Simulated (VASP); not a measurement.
Wanted: the native input for a VASP 6.6.1 run.

```
Task                   : single point
Functional             : PBEsol
Potentials or basis    : VASP PAW PBE potentials, release 64 (Ni, Al)
Cutoff                 : 520 eV
k mesh                 : 7 × 7 × 7
Occupations            : fermi-dirac, width 0.05 eV
Spin                   : collinear spin, ferromagnetic start
Starting moments       : [0.733333, 0.733333, 0.733333, 0.0] μB
Fixed moment           : 2.2 μB
Dipole correction      : no
Further INCAR settings : ALGO = Normal; EDIFF = 1e-07; NBANDS = 28
```

The structure of AlNi3 lies in POSCAR:

```
AlNi3
1.0
    0.0000000000      2.8018887551      2.8018887551
    2.8018887551      0.0000000000      2.8018887551
    2.8018887551      2.8018887551      0.0000000000
Ni Al
3 1
Direct
    0.7500000000      0.7500000000      0.7500000000
    0.0000000000      0.0000000000      0.0000000000
    0.2500000000      0.2500000000      0.2500000000
    0.5000000000      0.5000000000      0.5000000000
```

These files were run (other wordings do the same):

INCAR

```
SYSTEM = AlNi3
PREC = Accurate ; ENCUT = 520
EDIFF = 1E-7 ; ISMEAR = -1
SIGMA = 0.05 ; LREAL = .FALSE.
LASPH = .TRUE. ; NELM = 150
ALGO = Normal ; ISIF = 2
LWAVE = .FALSE. ; LCHARG = .FALSE.
ISPIN = 2 ; MAGMOM = 0.733333 0.733333 0.733333 0
LORBIT = 11 ; NUPDOWN = 2.2
LMAXMIX = 4 ; GGA = PS
NBANDS = 28
```

KPOINTS

```
Automatic mesh
0
G
  7 7 7
  0 0 0
```

Potentials or basis: VASP PAW PBE potentials, release 64 (Ni, Al).

Run with:

```console
$ cat potpaw_PBE.64/Ni/POTCAR potpaw_PBE.64/Al/POTCAR > POTCAR
$ mpirun -np 1 vasp_std > vasp.out
```

It gave:

- Pressure: 3.4 GPa
- Net moment: 2.20 μB per cell
- Site moments: Ni +0.65, +0.79; Al +0.03 μB
- Valence electrons inside the program's atomic spheres: Ni 9.45, 9.38; Al 0.83

Caveat: the PAW data sets were made with another functional, which shifts forces and pressure a little; the total moment is fixed, so each spin has its own Fermi level.

Run time: 36 s on 1 thread of Intel(R) Xeon(R) 6975P-C (Granite Rapids) (shared host), peak memory 0.2 GiB.
